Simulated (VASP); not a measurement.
A run of VASP 6.6.1 is set up as follows.

INCAR

```
SYSTEM = Cd
PREC = Accurate ; ENCUT = 520
EDIFF = 1E-6 ; ISMEAR = -1
SIGMA = 0.08 ; LREAL = .False.
LASPH = .True. ; NELM = 100
ALGO = Normal ; ISIF = 2
LWAVE = .False. ; LCHARG = .True.
GGA = PE ; LELF = .True.
LVHAR = .True. ; NBANDS = 12
```

Contents of KPOINTS:

```
regular mesh
0
Gamma
  14 14 14
  0 0 0
```

File POSCAR:

```
Cd
1.0
    2.9455865509      0.0000000000      0.0000000000
    0.0000000000      2.9455865509      0.0000000000
    0.0000000000      0.0000000000      2.9455865509
Cd
1
Direct
    0.0000000000      0.0000000000      0.0000000000
```

Potentials or basis: VASP PAW PBE potentials, release 64 (Cd).

The run is started by

```bash
$ cat potpaw_PBE.64/Cd/POTCAR > POTCAR
$ mpirun -np 1 vasp_std > vasp.out
```

Task: What does it give for the pressure?

Result: 2.1 GPa.

Task: Predict the band gap on the k mesh.

Result: Zero (bands 6 and 7 overlap by 6.82 eV).
